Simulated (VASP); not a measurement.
# MgI2 (P-3m1) in VASP: a series of runs, part 2 of 3

VASP 6.6.1.

### Step 3. Electric field gradients, PBEsol (33.83 Å³/atom)

INCAR

```
ALGO = Normal
EDIFF = 1E-8
ENCUT = 520
GGA = PS
ISIF = 2
ISMEAR = -1
LASPH = True
LCHARG = False
LEFG = True
LREAL = False
LWAVE = False
NBANDS = 15
NELM = 100
PREC = Accurate
SIGMA = 0.03
```

KPOINTS

```
k-points
0
Gamma
  7 7 4
```

POSCAR

```
MgI2
1.0
    4.1398080440      0.0000000000      0.0000000000
   -2.0699040220      3.5851789328      0.0000000000
    0.0000000000      0.0000000000      6.8390499958
Mg I
1 2
Direct
    0.0000000000      0.0000000000      0.0000000000
    0.3333333333      0.6666666667      0.7576300000
    0.6666666667      0.3333333333      0.2423700000
```

Potentials or basis: VASP PAW PBE potentials, release 64 (Mg, I).

The run is started by

```bash
cat potpaw_PBE.64/Mg/POTCAR potpaw_PBE.64/I/POTCAR > POTCAR
mpirun -np 1 vasp_std > vasp.out
```

OUTCAR:

```text
EDIFF = 1E-8
   ENCUT = 520
   GGA = PS
   ISIF = 2
   ISMEAR = -1
   LASPH = True
   LREAL = False
   NELM = 100
   PREC = Accurate

 ion  position               nearest neighbor table
   1  0.000  0.000  0.000-   2 2.91   3 2.91   2 2.91   3 2.91   3 2.91   2 2.91
   2  0.333  0.667  0.758-   1 2.91   1 2.91   1 2.91
   3  0.667  0.333  0.242-   1 2.91   1 2.91   1 2.91

  LATTYP: Found a hexagonal cell.
 ALAT       =     4.1398080440
 C/A-ratio  =     1.6520210413

  Lattice vectors:

 A1 = (   4.1398080440,   0.0000000000,   0.0000000000)
 A2 = (  -2.0699040220,   3.5851789328,   0.0000000000)
 A3 = (   0.0000000000,   0.0000000000,   6.8390499958)

Analysis of symmetry for initial positions (statically):
=====================================================================
 Subroutine PRICEL returns:
 Original cell was already a primitive cell.

 Routine SETGRP: Setting up the symmetry group for a
 hexagonal supercell.

 Subroutine GETGRP returns: Found 12 space group operations
 (whereof 12 operations were pure point group operations)
 out of a pool of 24 trial point group operations.

The static configuration has the point symmetry D_3d.

Analysis of symmetry for dynamics (positions and initial velocities):
=====================================================================
 Subroutine PRICEL returns:
 Original cell was already a primitive cell.

 Routine SETGRP: Setting up the symmetry group for a
 hexagonal supercell.

 Subroutine GETGRP returns: Found 12 space group operations
[... 585 lines left out ...]
     10       7.3999      0.00000
     11       8.0263      0.00000
     12       8.3929      0.00000
     13      10.0230      0.00000
     14      12.0890      0.00000
     15      12.3403      0.00000

 [... further k-points ...]

------------------------ aborting loop because EDIFF is reached ----------------------------------------

  FORCE on cell =-STRESS in cart. coord.  units (eV):
  Direction    XX          YY          ZZ          XY          YZ          ZX
  --------------------------------------------------------------------------------------
  -------------------------------------------------------------------------------------
  Total       -0.0211970     -0.0211970      0.2234782      0.0000000      0.0000000      0.0000000
  in kB       -0.3345785     -0.3345785      3.5274345      0.0000000      0.0000000      0.0000000
  external PRESSURE =       0.9527592 kB  Pullay stress =       0.0000000 kB

 VOLUME and BASIS-vectors are now :
 -----------------------------------------------------------------------------
  energy-cutoff  :      520.00
  volume of cell :      101.50
      direct lattice vectors                 reciprocal lattice vectors
     4.139808044  0.000000000  0.000000000     0.241557094  0.139463053  0.000000000
    -2.069904022  3.585178933  0.000000000     0.000000000  0.278926106  0.000000000
     0.000000000  0.000000000  6.839049996     0.000000000  0.000000000  0.146219139

 POSITION                                       TOTAL-FORCE (eV/Angst)
 -----------------------------------------------------------------------------------
      0.00000      0.00000      0.00000         0.000000      0.000000      0.000000
     -0.00000      2.39012      5.18147         0.000000     -0.000000     -0.010400
      2.06990      1.19506      1.65758        -0.000000      0.000000      0.010400
 -----------------------------------------------------------------------------------
    total drift:                               -0.000000      0.000000     -0.000000

  FREE ENERGIE OF THE ION-ELECTRON SYSTEM (eV)
  ---------------------------------------------------
  free  energy   TOTEN  =        -8.4206064529 eV

  energy  without entropy=       -8.4206064529  energy(sigma->0) =       -8.42060645

 Electric field gradients (V/A^2)
---------------------------------------------------------------------
 ion       V_xx      V_yy      V_zz      V_xy      V_xz      V_yz
---------------------------------------------------------------------
   1      -0.128    -0.128     0.257    -0.000    -0.000     0.000
   2      24.496    24.496   -48.992    -0.000     0.000    -0.000
   3      24.496    24.496   -48.992    -0.000     0.000    -0.000
---------------------------------------------------------------------

 Electric field gradients after diagonalization (V/A^2)
 (convention: |V_zz| > |V_xx| > |V_yy|)
----------------------------------------------------------------------
 ion       V_xx      V_yy      V_zz     asymmetry (V_yy - V_xx)/ V_zz
----------------------------------------------------------------------
   1      -0.128    -0.128     0.257       0.000
   2      24.496    24.496   -48.992       0.000
   3      24.496    24.496   -48.992       0.000
----------------------------------------------------------------------

           NMR quadrupolar parameters

 Cq : quadrupolar parameter    Cq=e*Q*V_zz/h
 eta: asymmetry parameters     (V_yy - V_xx)/ V_zz
 Q  : nuclear electric quadrupole moment in mb (millibarn)
----------------------------------------------------------------------
 ion       Cq(MHz)       eta       Q (mb)
----------------------------------------------------------------------
   1       0.001       0.000       1.000
   2      -0.118       0.000       1.000
   3      -0.118       0.000       1.000
----------------------------------------------------------------------
```

OSZICAR:

```text
N       E                     dE             d eps       ncg     rms          rms(c)
DAV:   1     0.736605271835E+02    0.73661E+02   -0.57705E+03   840   0.836E+02
DAV:   2    -0.271370605408E+01   -0.76374E+02   -0.69228E+02  1143   0.131E+02
DAV:   3    -0.846183646985E+01   -0.57481E+01   -0.57267E+01  1155   0.412E+01
DAV:   4    -0.857251878623E+01   -0.11068E+00   -0.11067E+00  1166   0.679E+00
DAV:   5    -0.857395194583E+01   -0.14332E-02   -0.14332E-02  1199   0.671E-01    0.407E+00
DAV:   6    -0.845183391710E+01    0.12212E+00   -0.97831E-02   966   0.157E+00    0.268E+00
DAV:   7    -0.842283807252E+01    0.28996E-01   -0.10207E-01   973   0.156E+00    0.629E-01
DAV:   8    -0.842062336580E+01    0.22147E-02   -0.74671E-03   959   0.478E-01    0.262E-01
DAV:   9    -0.842061681776E+01    0.65480E-05   -0.78272E-04  1141   0.164E-01    0.106E-01
DAV:  10    -0.842060406509E+01    0.12753E-04   -0.38146E-05  1029   0.413E-02    0.367E-02
DAV:  11    -0.842060614517E+01   -0.20801E-05   -0.60202E-06  1064   0.139E-02    0.226E-02
DAV:  12    -0.842060623621E+01   -0.91047E-07   -0.57192E-07  1113   0.414E-03    0.804E-03
DAV:  13    -0.842060630585E+01   -0.69635E-07   -0.52916E-08  1043   0.124E-03    0.412E-03
DAV:  14    -0.842060649568E+01   -0.18983E-06   -0.16630E-07   980   0.232E-03    0.271E-03
DAV:  15    -0.842060647903E+01    0.16651E-07   -0.95163E-09   896   0.596E-04    0.200E-03
DAV:  16    -0.842060645530E+01    0.23733E-07   -0.61094E-09   707   0.412E-04    0.200E-04
DAV:  17    -0.842060645288E+01    0.24211E-08   -0.10727E-09   644   0.196E-04
   1 F= -.84206065E+01 E0= -.84206065E+01  d E =-.109808E-10
```

Wall time 60 s (1 thread of Intel Xeon 8259CL, shared host); peak memory 0.24 GiB.

What came out:

- Free energy: -8.4206 eV
- Pressure: 0.1 GPa
- Largest force: 0.010 eV/Å
- Band gap on the k mesh: 3.47 eV (least direct gap 3.61 eV)
- Largest electric field gradient by atom: Mg +0.3; I -49.0 V/Å²

Forces on the atoms (eV/Å):
```
Mg   0.000  0.000  0.000
I    0.000  0.000 -0.010
I    0.000  0.000  0.010
```

Electric field gradients, principal values (V/Å²):
```tsv
atom	least	middle	greatest (by size)
1 Mg	-0.128	-0.128	0.257
2 I	24.496	24.496	-48.992
3 I	24.496	24.496	-48.992
```

Caveat: without QUAD_EFG the Cq values of the log hold for a quadrupole moment of 1 mb, not for the nuclei; the PAW data sets were made with another functional, which shifts forces and pressure a little; spin-orbit coupling is left out, which moves the levels of the heavy elements; an odd mesh through Γ misses points on the zone boundary, where band edges can lie; this functional lacks dispersion, which binds the layers, so the pressure and a relaxed spacing across them are unreliable.

### Step 4. Electric field gradients, PBEsol (zz strain of -1 %)

INCAR

```
SYSTEM = MgI2
  PREC = Accurate
  ENCUT = 520
  EDIFF = 1E-8
  ISMEAR = -1
  SIGMA = 0.03
  LREAL = .FALSE.
  LASPH = .TRUE.
  NELM = 60
  ALGO = Normal
  ISIF = 2
  LWAVE = .FALSE.
  LCHARG = .FALSE.
  GGA = PS
  LEFG = .TRUE.
  NBANDS = 15
```

KPOINTS

```
Automatic mesh
0
G
  7 7 4
  0 0 0
```

POSCAR

```
MgI2
1.0
    4.1537001214      0.0000000000      0.0000000000
   -2.0768500607      3.5972098248      0.0000000000
    0.0000000000      0.0000000000      6.7933800000
Mg I
1 2
Direct
    0.0000000000      0.0000000000      0.0000000000
    0.3333333333      0.6666666667      0.7576300000
    0.6666666667      0.3333333333      0.2423700000
```

Potentials or basis: VASP PAW PBE potentials, release 64 (Mg, I).

The run is started by

```bash
cat potpaw_PBE.64/Mg/POTCAR potpaw_PBE.64/I/POTCAR > POTCAR
mpirun -np 1 vasp_std > vasp.out
```

OUTCAR:

```text
SYSTEM = MgI2
   PREC = Accurate
   ENCUT = 520
   EDIFF = 1E-8
   ISMEAR = -1
   LREAL = .FALSE.
   LASPH = .TRUE.
   NELM = 60
   ISIF = 2
   GGA = PS

 ion  position               nearest neighbor table
   1  0.000  0.000  0.000-   2 2.91   3 2.91   2 2.91   3 2.91   3 2.91   2 2.91
   2  0.333  0.667  0.758-   1 2.91   1 2.91   1 2.91
   3  0.667  0.333  0.242-   1 2.91   1 2.91   1 2.91

  LATTYP: Found a hexagonal cell.
 ALAT       =     4.1537001214
 C/A-ratio  =     1.6355008309

  Lattice vectors:

 A1 = (   4.1537001214,   0.0000000000,   0.0000000000)
 A2 = (  -2.0768500607,   3.5972098248,   0.0000000000)
 A3 = (   0.0000000000,   0.0000000000,   6.7933800000)

Analysis of symmetry for initial positions (statically):
=====================================================================
 Subroutine PRICEL returns:
 Original cell was already a primitive cell.

 Routine SETGRP: Setting up the symmetry group for a
 hexagonal supercell.

 Subroutine GETGRP returns: Found 12 space group operations
 (whereof 12 operations were pure point group operations)
 out of a pool of 24 trial point group operations.

The static configuration has the point symmetry D_3d.

Analysis of symmetry for dynamics (positions and initial velocities):
=====================================================================
 Subroutine PRICEL returns:
 Original cell was already a primitive cell.

 Routine SETGRP: Setting up the symmetry group for a
 hexagonal supercell.

[... 584 lines left out ...]
      8       1.6068      2.00000
      9       5.8875      0.00000
     10       7.4155      0.00000
     11       8.0651      0.00000
     12       8.4224      0.00000
     13      10.0332      0.00000
     14      12.1259      0.00000
     15      12.3767      0.00000

 [... further k-points ...]

------------------------ aborting loop because EDIFF is reached ----------------------------------------

  FORCE on cell =-STRESS in cart. coord.  units (eV):
  Direction    XX          YY          ZZ          XY          YZ          ZX
  --------------------------------------------------------------------------------------
  -------------------------------------------------------------------------------------
  Total       -0.0879199     -0.0879199      0.3378952      0.0000000     -0.0000000      0.0000000
  in kB       -1.3877484     -1.3877484      5.3334200      0.0000000     -0.0000000      0.0000000
  external PRESSURE =       0.8526410 kB  Pullay stress =       0.0000000 kB

 VOLUME and BASIS-vectors are now :
 -----------------------------------------------------------------------------
  energy-cutoff  :      520.00
  volume of cell :      101.50
      direct lattice vectors                 reciprocal lattice vectors
     4.153700121  0.000000000  0.000000000     0.240749205  0.138996618  0.000000000
    -2.076850061  3.597209825  0.000000000     0.000000000  0.277993236  0.000000000
     0.000000000  0.000000000  6.793380000     0.000000000  0.000000000  0.147202129

 POSITION                                       TOTAL-FORCE (eV/Angst)
 -----------------------------------------------------------------------------------
      0.00000      0.00000      0.00000        -0.000000      0.000000     -0.000000
     -0.00000      2.39814      5.14687        -0.000000     -0.000000     -0.035451
      2.07685      1.19907      1.64651         0.000000      0.000000      0.035451
 -----------------------------------------------------------------------------------
    total drift:                               -0.000000      0.000000     -0.000000

  FREE ENERGIE OF THE ION-ELECTRON SYSTEM (eV)
  ---------------------------------------------------
  free  energy   TOTEN  =        -8.4183579673 eV

  energy  without entropy=       -8.4183579672  energy(sigma->0) =       -8.41835797

 Electric field gradients (V/A^2)
---------------------------------------------------------------------
 ion       V_xx      V_yy      V_zz      V_xy      V_xz      V_yz
---------------------------------------------------------------------
   1      -0.234    -0.234     0.469    -0.000    -0.000     0.000
   2      28.943    28.943   -57.886    -0.000     0.000    -0.000
   3      28.943    28.943   -57.886    -0.000     0.000    -0.000
---------------------------------------------------------------------

 Electric field gradients after diagonalization (V/A^2)
 (convention: |V_zz| > |V_xx| > |V_yy|)
----------------------------------------------------------------------
 ion       V_xx      V_yy      V_zz     asymmetry (V_yy - V_xx)/ V_zz
----------------------------------------------------------------------
   1      -0.234    -0.234     0.469       0.000
   2      28.943    28.943   -57.886       0.000
   3      28.943    28.943   -57.886       0.000
----------------------------------------------------------------------

           NMR quadrupolar parameters

 Cq : quadrupolar parameter    Cq=e*Q*V_zz/h
 eta: asymmetry parameters     (V_yy - V_xx)/ V_zz
 Q  : nuclear electric quadrupole moment in mb (millibarn)
----------------------------------------------------------------------
 ion       Cq(MHz)       eta       Q (mb)
----------------------------------------------------------------------
   1       0.001       0.000       1.000
   2      -0.140       0.000       1.000
   3      -0.140       0.000       1.000
----------------------------------------------------------------------
```

OSZICAR:

```text
N       E                     dE             d eps       ncg     rms          rms(c)
DAV:   1     0.744512788687E+02    0.74451E+02   -0.57023E+03   840   0.839E+02
DAV:   2    -0.264215012436E+01   -0.77093E+02   -0.70014E+02  1184   0.130E+02
DAV:   3    -0.846331700834E+01   -0.58212E+01   -0.57970E+01  1134   0.414E+01
DAV:   4    -0.857169762885E+01   -0.10838E+00   -0.10837E+00  1144   0.673E+00
DAV:   5    -0.857283184956E+01   -0.11342E-02   -0.11342E-02  1171   0.640E-01    0.405E+00
DAV:   6    -0.844979498288E+01    0.12304E+00   -0.98744E-02   945   0.157E+00    0.266E+00
DAV:   7    -0.842056301349E+01    0.29232E-01   -0.10249E-01  1001   0.156E+00    0.634E-01
DAV:   8    -0.841837321366E+01    0.21898E-02   -0.74916E-03   952   0.478E-01    0.258E-01
DAV:   9    -0.841836770031E+01    0.55133E-05   -0.76863E-04  1155   0.163E-01    0.102E-01
DAV:  10    -0.841835556010E+01    0.12140E-04   -0.36968E-05  1001   0.405E-02    0.364E-02
DAV:  11    -0.841835765693E+01   -0.20968E-05   -0.59389E-06  1057   0.139E-02    0.221E-02
DAV:  12    -0.841835776071E+01   -0.10378E-06   -0.51863E-07  1127   0.399E-03    0.776E-03
DAV:  13    -0.841835784083E+01   -0.80123E-07   -0.53633E-08  1036   0.124E-03    0.328E-03
DAV:  14    -0.841835801188E+01   -0.17105E-06   -0.15004E-07   945   0.221E-03    0.277E-03
DAV:  15    -0.841835799305E+01    0.18834E-07   -0.83612E-09   945   0.556E-04    0.188E-03
DAV:  16    -0.841835797316E+01    0.19886E-07   -0.44517E-09   693   0.354E-04    0.253E-04
DAV:  17    -0.841835796727E+01    0.58902E-08   -0.13471E-09   644   0.203E-04
   1 F= -.84183580E+01 E0= -.84183580E+01  d E =-.476326E-10
```

stdout:

```text
POSCAR found type information on POSCAR MgI
 POSCAR found :  2 types and       3 ions
 scaLAPACK will be used
 -----------------------------------------------------------------------------
|                                                                             |
|                                                                             |
|     You enforced a specific xc type in the INCAR file but a different       |
|     I HOPE YOU KNOW WHAT YOU ARE DOING!                                     |
|                                                                             |
 -----------------------------------------------------------------------------

 LDA part: xc-table for (Slater+PW92), standard interpolation
 POSCAR, INCAR and KPOINTS ok, starting setup
 FFT: planning ... GRIDC
 FFT: planning ... GRID_SOFT
 FFT: planning ... GRID
 WAVECAR not read
 entering main loop
ion   1

ion   2

ion   3
```

Run time: 64 s. Hardware: 1 thread of Intel Xeon 8259CL, shared host; peak memory 0.24 GiB.

Results:

* Free energy: -8.4184 eV
* Pressure: 0.1 GPa
* Largest force: 0.035 eV/Å
* Band gap on the k mesh: 3.41 eV (least direct gap 3.54 eV)
* Largest electric field gradient by atom: Mg +0.5; I -57.9 V/Å²

Forces in eV/Å, atoms in the order of the input:
```
Mg   0.000  0.000  0.000
I    0.000  0.000 -0.035
I    0.000  0.000  0.035
```

Electric field gradients, principal values (V/Å²):
```tsv
atom	least	middle	greatest (by size)
1 Mg	-0.234	-0.234	0.469
2 I	28.943	28.943	-57.886
3 I	28.943	28.943	-57.886
```

Caveat: the cell differs from its parent crystal (zz strain of -1 %); without QUAD_EFG the Cq values of the log hold for a quadrupole moment of 1 mb, not for the nuclei; the PAW data sets were made with another functional, which shifts forces and pressure a little; spin-orbit coupling is left out, which moves the levels of the heavy elements; an odd mesh through Γ misses points on the zone boundary, where band edges can lie; this functional lacks dispersion, which binds the layers, so the pressure and a relaxed spacing across them are unreliable.

(Part 2 of 3 ends here.)
